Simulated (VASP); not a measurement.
Here is a VASP 6.6.1 calculation.

File INCAR:

```
ALGO = Normal
EDIFF = 1E-6
ENCUT = 520
GGA = PS
GGA_COMPAT = False
ISIF = 2
ISMEAR = -1
LASPH = True
LCHARG = False
LNONCOLLINEAR = True
LORBIT = 11
LORBMOM = True
LREAL = False
LSORBIT = True
LWAVE = False
MAGMOM = 0 0 0 0 0 0 0 0 0 0 0 0
NBANDS = 70
NELM = 150
PREC = Accurate
SIGMA = 0.05
```

Contents of KPOINTS:

```
k-points
0
Gamma
  6 6 2
```

Contents of POSCAR:

```
Ge
1.0
    4.0504045371      0.0000000000      0.0000000000
   -2.0252022685      3.5077532247      0.0000000000
    0.0000000000      0.0000000000     10.9933590000
Ge
4
Direct
    0.6666666667      0.3333333333      0.4148480000
    0.3333333333      0.6666666667      0.9148480000
    0.0000000000      0.0000000000      0.4774520000
    0.0000000000      0.0000000000      0.9774520000
```

Potentials or basis: VASP PAW PBE potentials, release 64 (Ge_d).

Command:

```console
$ cat potpaw_PBE.64/Ge_d/POTCAR > POTCAR
$ mpirun -np 1 vasp_ncl > vasp.out
```

(1) Predict the pressure.

(2) Predict the net moment.

## Answers

(1) -1.6 GPa.

(2) 0.00 μB per cell.

Caveat: the PAW data sets were made with another functional, which shifts forces and pressure a little.
